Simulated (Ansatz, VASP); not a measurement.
Ti3Si: VASP beside Ansatz

```
Ti Si
1.0
     0.00000    3.14436    3.14436
     3.14436    0.00000    3.14436
     3.14436    3.14436    0.00000
Ti Si
3 1
Direct
  0.75000 0.75000 0.75000
  0.25000 0.25000 0.25000
  0.00000 0.00000 0.00000
  0.50000 0.50000 0.50000
```

Alike in both runs: task single point; functional r2SCAN; k mesh 6 × 6 × 6; occupations methfessel-paxton of order 1, width 0.15 eV; no spin polarisation.

|  | VASP | Ansatz |
| --- | --- | --- |
| version | VASP 6.6.1 | Ansatz 0.2.0 |
| potentials or method | VASP PAW PBE potentials, release 64 (Ti_sv, Si) | plane waves, norm-conserving potentials |
| plane-wave cutoff (eV) | 520 | 1143 |
| valence electrons in the cell | 40 | 40 |

```csv
,VASP,Ansatz,Ansatz less VASP
pressure (GPa),-1.6,-2.1,-0.51
```

VASP's potentials were made for PBE, not for r2SCAN.
